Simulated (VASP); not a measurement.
Write the native input for VASP 6.6.1 that does the following.

| Quantity | Value |
| --- | --- |
| Task | single point |
| Functional | PBE |
| Potentials or basis | VASP PAW PBE potentials, release 64 (Cr_pv, O) |
| Cutoff | 520 eV |
| k mesh | 6 × 6 × 9 |
| Occupations | fermi-dirac, width 0.05 eV |
| Spin | collinear spin, ferromagnetic start |
| Starting moments | [3.0, 3.0, 0.0, 0.0, 0.0, 0.0] μB |
| Dipole correction | no |
| Further INCAR settings | ALGO = Normal; EDIFF = 1e-07; NBANDS = 37 |

The structure of CrO2 lies in POSCAR:

```
CrO2
1.0
    4.4443623652      0.0000000000      0.0000000000
    0.0000000000      4.4443623652      0.0000000000
    0.0000000000      0.0000000000      2.9209702102
Cr O
2 4
Direct
    0.5000000000      0.5000000000      0.5000000000
    0.0000000000      0.0000000000      0.0000000000
    0.8035732574      0.1964267426      0.5000000000
    0.6964267426      0.6964267426      0.0000000000
    0.1964267426      0.8035732574      0.5000000000
    0.3035732574      0.3035732574      0.0000000000
```

These files were run (other wordings do the same):

INCAR

```
SYSTEM = CrO2
PREC = Accurate ; ENCUT = 520
EDIFF = 1E-7 ; ISMEAR = -1
SIGMA = 0.05 ; LREAL = .False.
LASPH = .True. ; NELM = 150
ALGO = Normal ; ISIF = 2
LWAVE = .False. ; LCHARG = .False.
ISPIN = 2 ; MAGMOM = 3 3 0 0 0 0
LORBIT = 11 ; LMAXMIX = 4
GGA = PE ; NBANDS = 37
```

KPOINTS

```
regular mesh
0
Gamma
  6 6 9
  0 0 0
```

Potentials or basis: VASP PAW PBE potentials, release 64 (Cr_pv, O).

Launch:

```bash
$ cat potpaw_PBE.64/Cr_pv/POTCAR potpaw_PBE.64/O/POTCAR > POTCAR
$ mpirun -np 1 vasp_std > vasp.out
```

Results of the run:

| Item | Value |
| --- | --- |
| Pressure | 0.7 GPa |
| Largest force | 0.021 eV/Å |
| Band gap on the k mesh | zero (filled and empty bands overlap) |
| Net moment | 4.00 μB per cell |
| Site moments | Cr +2.11; O -0.08 μB |
| Valence electrons inside the program's atomic spheres | Cr 10.83; O 5.03 |

Caveat: semilocal functionals often make such compounds metallic where correlation or magnetic order opens a gap, which also shifts bond lengths; only a ferromagnetic start was run, and an antiferromagnetic order may lie lower in energy.

Wall time 2.1 min on 1 thread of AMD EPYC 9R45 96-Core Processor (Zen 5) (shared host), peak memory 0.26 GiB.
